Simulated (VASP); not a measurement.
# Hf4N (F-43m) in VASP: notebook

Hf4N is run at these levels: PBE; tasks: single point, relaxation of cell and atoms.

Everything below comes from runs of VASP 6.6.1. Logs are shortened: lines on timing, memory, paths and dates and some standing lists are left out, and cuts for length are marked.

## (1) The cell of the first run

It takes space group F-43m (No. 216, cubic). Conventional cell: a = 9.117 Å, b = 9.117 Å, c = 9.117 Å, α = 90.00°, β = 90.00°, γ = 90.00°. Within 2.8 Å of Hf (site symmetry 3m) lie 1 N at 2.09 Å. Within 2.8 Å of N (site symmetry -43m) lie 4 Hf at 2.09 Å.

## (2) Single point, PBE

INCAR

```
PREC = Accurate
ENCUT = 600
EDIFF = 1E-6
ISMEAR = 0
SIGMA = 0.1
LREAL = False
LASPH = True
NELM = 120
ALGO = Normal
ISIF = 2
LWAVE = False
LCHARG = False
GGA = PE
NBANDS = 30
GGA_COMPAT = False
```

KPOINTS

```
Automatic mesh
0
Gamma
  4 4 4
```

POSCAR

```
Hf4N
1.0
    0.0000000000      4.5586867280      4.5586867280
    4.5586867280      0.0000000000      4.5586867280
    4.5586867280      4.5586867280      0.0000000000
Hf N
4 1
Direct
    0.8676642753      0.8676642753      0.8676642753
    0.8676642753      0.8676642753      0.3970071742
    0.8676642753      0.3970071742      0.8676642753
    0.3970071742      0.8676642753      0.8676642753
    0.0000000000      0.0000000000      0.0000000000
```

Potentials or basis: VASP PAW PBE potentials, release 64 (Hf_pv, N).

Started as:

```console
$ cat potpaw_PBE.64/Hf_pv/POTCAR potpaw_PBE.64/N/POTCAR > POTCAR
$ mpirun -np 1 vasp_std > vasp.out
```

OUTCAR:

```text
PREC = Accurate
   ENCUT = 600
   EDIFF = 1E-6
   ISMEAR = 0
   LREAL = False
   LASPH = True
   NELM = 120
   ISIF = 2
   GGA = PE

 ion  position               nearest neighbor table
   1  0.868  0.868  0.868-   5 2.09   3 3.03   4 3.03   2 3.03   3 3.41   2 3.41   4 3.41
   2  0.868  0.868  0.397-   5 2.09   3 3.03   4 3.03   1 3.03   4 3.41   3 3.41   1 3.41
   3  0.868  0.397  0.868-   5 2.09   2 3.03   4 3.03   1 3.03   4 3.41   2 3.41   1 3.41
   4  0.397  0.868  0.868-   5 2.09   2 3.03   3 3.03   1 3.03   3 3.41   2 3.41   1 3.41
   5  0.000  0.000  0.000-   1 2.09   2 2.09   3 2.09   4 2.09

  LATTYP: Found a face centered cubic cell.
 ALAT       =     9.1173734560

  Lattice vectors:

 A1 = (   0.0000000000,   4.5586867280,   4.5586867280)
 A2 = (   4.5586867280,   0.0000000000,   4.5586867280)
 A3 = (   4.5586867280,   4.5586867280,   0.0000000000)

Analysis of symmetry for initial positions (statically):
=====================================================================
 Subroutine PRICEL returns:
 Original cell was already a primitive cell.

 Routine SETGRP: Setting up the symmetry group for a
 face centered cubic supercell.

 Subroutine GETGRP returns: Found 24 space group operations
 (whereof 24 operations were pure point group operations)
 out of a pool of 48 trial point group operations.

The static configuration has the point symmetry T_d .

Analysis of symmetry for dynamics (positions and initial velocities):
=====================================================================
 Subroutine PRICEL returns:
 Original cell was already a primitive cell.

 Routine SETGRP: Setting up the symmetry group for a
 face centered cubic supercell.

 Subroutine GETGRP returns: Found 24 space group operations
 (whereof 24 operations were pure point group operations)
 out of a pool of 48 trial point group operations.

The dynamic configuration has the point symmetry T_d .

 Subroutine INISYM returns: Found 24 space group operations
 (whereof 24 operations are pure point group operations),
 and found     1 'primitive' translations

----------------------------------------------------------------------------------------

                                     Primitive cell

  volume of cell :     189.4738

  direct lattice vectors                    reciprocal lattice vectors
     0.000000000  4.558686728  4.558686728    -0.109680711  0.109680711  0.109680711
     4.558686728  0.000000000  4.558686728     0.109680711 -0.109680711  0.109680711
     4.558686728  4.558686728  0.000000000     0.109680711  0.109680711 -0.109680711

  length of vectors
     6.446956597  6.446956597  6.446956597     0.189972563  0.189972563  0.189972563

  position of ions in fractional coordinates (direct lattice)
     0.867664275  0.867664275  0.867664275
     0.867664275  0.867664275  0.397007174
     0.867664275  0.397007174  0.867664275
     0.397007174  0.867664275  0.867664275
     0.000000000  0.000000000  0.000000000

  ion indices of the primitive-cell ions
   primitive index   ion index
                 1           1
                 2           2
                 3           3
                 4           4
                 5           5

----------------------------------------------------------------------------------------

 KPOINTS: Automatic mesh

Automatic generation of k-mesh.
 Grid dimensions read from file:
 generate k-points for:    4    4    4

 Generating k-lattice:

  Cartesian coordinates                     Fractional coordinates (reciprocal lattice)
    -0.027420178  0.027420178  0.027420178     0.250000000  0.000000000  0.000000000
     0.027420178 -0.027420178  0.027420178     0.000000000  0.250000000  0.000000000
     0.027420178  0.027420178 -0.027420178     0.000000000  0.000000000  0.250000000

  Length of vectors
     0.047493141  0.047493141  0.047493141

  Shift w.r.t. Gamma in fractional coordinates (k-lattice)
     0.000000000  0.000000000  0.000000000

 Subroutine IBZKPT returns following result:
 ===========================================

 Found      8 irreducible k-points:

 Following reciprocal coordinates:
            Coordinates               Weight
  0.000000  0.000000  0.000000      1.000000
  0.250000  0.000000  0.000000      8.000000
  0.500000  0.000000  0.000000      4.000000
  0.250000  0.250000  0.000000      6.000000
  0.500000  0.250000  0.000000     24.000000
 -0.250000  0.250000  0.000000     12.000000
  0.500000  0.500000  0.000000      3.000000
 -0.250000  0.500000  0.250000      6.000000
   k-points           NKPTS =      8   k-points in BZ     NKDIM =      8   number of bands    NBANDS=     30
   number of dos      NEDOS =    301   number of ions     NIONS =      5
   total plane-waves  NPLWV = 157464
   dimension x,y,z NGX =    54 NGY =   54 NGZ =   54
   dimension x,y,z NGXF=   108 NGYF=  108 NGZF=  108
   ions per type =               4   1
   NGX,Y,Z   is equivalent  to a cutoff of  13.92, 13.92, 13.92 a.u.
   NGXF,Y,Z  is equivalent  to a cutoff of  27.85, 27.85, 27.85 a.u.
 SYSTEM =  unknown system
   PREC   = accura    normal or accurate (medium, high low for compatibility)
   ISTART =      0    job   : 0-new  1-cont  2-samecut
   ICHARG =      2    charge: 1-file 2-atom 10-const
   ISPIN  =      1    spin polarized calculation?
   LNONCOLLINEAR =      F non collinear calculations
   LSORBIT =      F    spin-orbit coupling
   LASPH  =      T    aspherical Exc in radial PAW
   ENCUT  =  600.0 eV  44.10 Ry    6.64 a.u.  12.88 12.88 12.88*2*pi/ulx,y,z
   NELM   =    120;   NELMIN=  2; NELMDL= -5     # of ELM steps
   EDIFF  = 0.1E-05   stopping-criterion for ELM
   LREAL  =      F    real-space projection
   EDIFFG = 0.1E-04   stopping-criterion for IOM
   NSW    =      0    number of steps for IOM
   IBRION =     -1    ionic relax: 0-MD 1-quasi-New 2-CG
   NFREE  =      0    steps in history (QN), initial steepest desc. (CG)
   ISIF   =      2    stress and relaxation
   ISYM   =      2    0-nonsym 1-usesym 2-fastsym
   POTIM  = 0.5000    time-step for ionic-motion
   TEBEG  =    0.0;   TEEND  =   0.0 temperature during run
   PSTRESS=    0.0 pullay stress
   NELECT =      45.0000    total number of electrons
   NUPDOWN=      -1.0000    fix difference up-down
   EMIN   =  10.00;   EMAX   =-10.00  energy-range for DOS
   EFERMI =   0.00;   METHOD = LEGACY
   ISMEAR =     0;   SIGMA  =   0.10  broadening in eV -4-tet -1-fermi 0-gaus
   EFERMI_NEDOS =   21; number of points for ismear=-14 and -15
   IALGO  =     38    algorithm
   IMIX   =      4    mixing-type and parameters
     AMIX     =   0.40;   BMIX     =  1.00
     AMIX_MAG =   1.60;   BMIX_MAG =  1.00
  volume/ion in A,a.u.               =      37.89       255.73
  Fermi-wavevector in a.u.,A,eV,Ry     =   1.013824  1.915850 13.984601  1.027839
  Thomas-Fermi vector in A             =   2.147016
   LORBIT       =      0    0 simple, 1 ext, 2 COOP (PROOUT), +10 PAW based schemes
   GGA     = PE    functional components
   LHFCALC =     F    Hartree Fock is set to
   AEXX    =    0.0000 exact exchange contribution
   IVDW    =     0    specifies the selected vdW correction
   LEPSILON=     F    determine dielectric tensor
   LRPA    =     F    only Hartree local field effects (RPA)
 non-spin polarized calculation
 Gauss-broadening in eV      SIGMA  =   0.10
  energy-cutoff  :      600.00
  volume of cell :      189.47
 maximum number of plane-waves:      6352
 NGX is ok and might be reduce to    54
   NGX = 25   NGY = 25   NGZ = 25

 number of electron      45.0000001 magnetization

 Free energy of the ion-electron system (eV)
  ---------------------------------------------------
  ext. energy  EPLUGINS =         0.00000000
  ---------------------------------------------------
  free energy    TOTEN  =       -41.56694885 eV

  energy without entropy =      -41.50736082  energy(sigma->0) =      -41.53715483

 E-fermi :   0.7086     XC(G=0):  -7.9568

 val. band max:        0.6442747949   @ k =   0.2500   0.0000   0.0000
 cond. band min:       0.7173024076   @ k =   0.5000   0.2500   0.0000
 fundamental gap:      0.0730276127
 Fermi energy:         0.7086441456

 k-point     1 :       0.0000    0.0000    0.0000
  band No.  band energies     occupation
      1     -30.8035      2.00000
      2     -30.6798      2.00000
      3     -30.6798      2.00000
      4     -30.6798      2.00000
      5     -30.6404      2.00000
      6     -30.6404      2.00000
[... 22 lines left out ...]
     29       3.3098      0.00000
     30       3.7225      0.00000

 k-point     2 :       0.2500    0.0000    0.0000
  band No.  band energies     occupation
      1     -30.7496      2.00000
      2     -30.6662      2.00000
      3     -30.6662      2.00000
      4     -30.6582      2.00000
      5     -30.6270      2.00000
      6     -30.6270      2.00000
[... 22 lines left out ...]
     29       2.5942      0.00000
     30       3.1423      0.00000

 k-point     3 :       0.5000    0.0000    0.0000
  band No.  band energies     occupation
      1     -30.7184      2.00000
      2     -30.6597      2.00000
      3     -30.6597      2.00000
      4     -30.5967      2.00000
      5     -30.5967      2.00000
      6     -30.5772      2.00000
[... 22 lines left out ...]
     29       2.1743      0.00000
     30       2.4802      0.00000

 k-point     4 :       0.2500    0.2500    0.0000
  band No.  band energies     occupation
      1     -30.7228      2.00000
      2     -30.6750      2.00000
      3     -30.6496      2.00000
      4     -30.6496      2.00000
      5     -30.6341      2.00000
      6     -30.6184      2.00000
[... 22 lines left out ...]
     29       2.5605      0.00000
     30       2.9722      0.00000

 k-point     5 :       0.5000    0.2500    0.0000
  band No.  band energies     occupation
      1     -30.6841      2.00000
      2     -30.6461      2.00000
      3     -30.6357      2.00000
      4     -30.6355      2.00000
      5     -30.5955      2.00000
      6     -30.5690      2.00000
[... 22 lines left out ...]
     29       2.0652      0.00000
     30       2.5331      0.00000

 k-point     6 :      -0.2500    0.2500    0.0000
  band No.  band energies     occupation
      1     -30.6948      2.00000
      2     -30.6557      2.00000
      3     -30.6407      2.00000
      4     -30.6323      2.00000
      5     -30.6251      2.00000
      6     -30.5855      2.00000
[... 22 lines left out ...]
     29       2.3933      0.00000
     30       2.5714      0.00000

 k-point     7 :       0.5000    0.5000    0.0000
  band No.  band energies     occupation
      1     -30.6813      2.00000
      2     -30.6594      2.00000
      3     -30.6099      2.00000
      4     -30.6099      2.00000
      5     -30.5877      2.00000
      6     -30.5236      2.00000
[... 22 lines left out ...]
     29       2.0546      0.00000
     30       2.0546      0.00000

 k-point     8 :      -0.2500    0.5000    0.2500
  band No.  band energies     occupation
      1     -30.6512      2.00000
      2     -30.6475      2.00000
      3     -30.6355      2.00000
      4     -30.6192      2.00000
      5     -30.6028      2.00000
      6     -30.5466      2.00000
[... 22 lines left out ...]
     29       2.1000      0.00000
     30       2.5816      0.00000

------------------------ aborting loop because EDIFF is reached ----------------------------------------

  FORCE on cell =-STRESS in cart. coord.  units (eV):
  Direction    XX          YY          ZZ          XY          YZ          ZX
  --------------------------------------------------------------------------------------
  -------------------------------------------------------------------------------------
  Total       -0.3811879     -0.3811879     -0.3811879      0.0000000      0.0000000      0.0000000
  in kB       -3.2232982     -3.2232982     -3.2232982      0.0000000      0.0000000      0.0000000
  external PRESSURE =      -3.2232982 kB  Pullay stress =       0.0000000 kB

 VOLUME and BASIS-vectors are now :
 -----------------------------------------------------------------------------
  energy-cutoff  :      600.00
  volume of cell :      189.47
      direct lattice vectors                 reciprocal lattice vectors
     0.000000000  4.558686728  4.558686728    -0.109680711  0.109680711  0.109680711
     4.558686728  0.000000000  4.558686728     0.109680711 -0.109680711  0.109680711
     4.558686728  4.558686728  0.000000000     0.109680711  0.109680711 -0.109680711

 POSITION                                       TOTAL-FORCE (eV/Angst)
 -----------------------------------------------------------------------------------
      7.91082      7.91082      7.91082        -0.017390     -0.017390     -0.017390
      5.76524      5.76524      7.91082         0.017390      0.017390     -0.017390
      5.76524      7.91082      5.76524         0.017390     -0.017390      0.017390
      7.91082      5.76524      5.76524        -0.017390      0.017390      0.017390
      0.00000      0.00000      0.00000        -0.000000     -0.000000     -0.000000
 -----------------------------------------------------------------------------------
    total drift:                               -0.000000     -0.000000     -0.000000

  FREE ENERGIE OF THE ION-ELECTRON SYSTEM (eV)
  ---------------------------------------------------
  free  energy   TOTEN  =       -41.5669488471 eV

  energy  without entropy=      -41.5073608190  energy(sigma->0) =      -41.53715483
```

Wall time 85 s (1 thread of AMD EPYC 9R45 (Zen 5), shared host); peak memory 0.36 GiB.

Results:

| Property | Result |
| --- | --- |
| Free energy | -41.5669 eV |
| Pressure | -0.3 GPa |
| Largest force | 0.030 eV/Å |

Forces in eV/Å, atoms in the order of the input:
```
Hf  -0.017 -0.017 -0.017
Hf   0.017  0.017 -0.017
Hf   0.017 -0.017  0.017
Hf  -0.017  0.017  0.017
N    0.000  0.000  0.000
```

Caveat: spin-orbit coupling is left out, which moves the levels of the heavy elements.

(Part 1 of 2 ends here.)
